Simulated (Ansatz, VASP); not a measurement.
## Tl: VASP beside Ansatz

The input INCAR:

```
PREC = Accurate
ENCUT = 520
EDIFF = 1E-7
ISMEAR = 0
SIGMA = 0.1
LREAL = False
LASPH = True
NELM = 60
ALGO = Fast
ISIF = 2
LWAVE = False
LCHARG = False
GGA = PE
IVDW = 12
NBANDS = 12
```

Contents of KPOINTS:

```
Automatic mesh
0
Gamma
  14 14 14
```

File POSCAR:

```
Tl
1.0
    0.0000000000      2.4482740299      2.4482740299
    2.4482740299      0.0000000000      2.4482740299
    2.4482740299      2.4482740299      0.0000000000
Tl
1
Direct
    0.0000000000      0.0000000000      0.0000000000
```

Input for Ansatz:

```yaml
crystal:
  lattice:
    - [0.0, 2.4482740299, 2.4482740299]
    - [2.4482740299, 0.0, 2.4482740299]
    - [2.4482740299, 2.4482740299, 0.0]
  atoms:
    - { symbol: Tl, position: [0.0, 0.0, 0.0] }
basis:
  ecutwfc: 420
kpoints:
  mp_grid: { grid: [14, 14, 14] }
  band_path:
    path:
      - [[0.0, 0.0, 0.0], [0.5, 0.0, 0.5], [0.625, 0.25, 0.625]]
      - [[0.375, 0.375, 0.75], [0.0, 0.0, 0.0], [0.5, 0.5, 0.5], [0.5, 0.25, 0.75], [0.5, 0.0, 0.5]]
    npoints: 14
hamiltonian:
  xc: pbe
  dispersion: d3bj
scf:
  occupations: { method: gaussian, width: 0.1 }
  n_extra_bands: 6
output:
  forces: true
  stress: true
  eigenvalues: true
  populations: true
  dos: { projected: true, de: 0.02, nscf_kmesh: { grid: [21, 21, 21] } }
  bader: true
  write_density: true
  write_potential: true
  elf: true
  volumetric_format: npy
```

Alike in both runs: task single point; functional PBE; dispersion D3(BJ); k mesh 14 × 14 × 14; occupations gaussian, width 0.1 eV; no spin polarisation.

```csv
,VASP,Ansatz
version,VASP 6.6.1,Ansatz 0.2.0
potentials or method,"VASP PAW PBE potentials, release 64 (Tl_d), cutoff 520 eV","scalar-relativistic, plane waves, PAW"
valence electrons in the cell,13,13
```

```tsv
	VASP	Ansatz	Ansatz less VASP
gap on the k mesh at the Fermi level (eV)	none	none	-
pressure (GPa)	0.0	0.0	+0.05
```

A gap of «none» marks a metal or a gap that the smearing closes.

Spin-orbit coupling is off throughout.
